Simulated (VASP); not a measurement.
Here is a VASP 6.6.1 calculation.

File INCAR:

```
PREC     = Accurate       # precision mode
ENCUT    = 520            # plane-wave cutoff, eV
EDIFF    = 1E-6           # SCF threshold, eV
ISMEAR   = 0              # smearing method
SIGMA    = 0.05           # smearing width, eV
LREAL    = F              # projectors in reciprocal space
LASPH    = T              # aspherical terms in the spheres
NELM     = 150            # most SCF steps
ALGO     = Normal         # electronic algorithm
ISIF     = 2              # what is computed and relaxed
LWAVE    = F              # write WAVECAR
LCHARG   = F              # write CHGCAR
MAGMOM   = 0 0 0 0 0 0    # initial moments
LORBIT   = 11             # projections on sites
LSORBIT  = T              # spin-orbit coupling
GGA_COMPAT= F            
LORBMOM  = T            
GGA      = PE             # functional
NBANDS   = 30             # bands
```

Contents of KPOINTS:

```
Automatic mesh
0
Gamma
  6 6 6
```

File POSCAR:

```
CdTe
1.0
    0.0000000000      3.1616825948      3.1616825948
    3.1616825948      0.0000000000      3.1616825948
    3.1616825948      3.1616825948      0.0000000000
Cd Te
1 1
Direct
    0.0000000000      0.0000000000      0.0000000000
    0.2500000000      0.2500000000      0.2500000000
```

Potentials or basis: VASP PAW PBE potentials, release 64 (Cd, Te).

Run with:

```sh
$ cat potpaw_PBE.64/Cd/POTCAR potpaw_PBE.64/Te/POTCAR > POTCAR
$ mpirun -np 1 vasp_ncl > vasp.out
```

Predict the net moment.

0.00 μB per cell.

Estimate the pressure.

6.9 GPa.

Moments on the atoms (μB; x, y, z):
```
Cd  0.00 0.00 0.00
Te  0.00 0.00 0.00
```
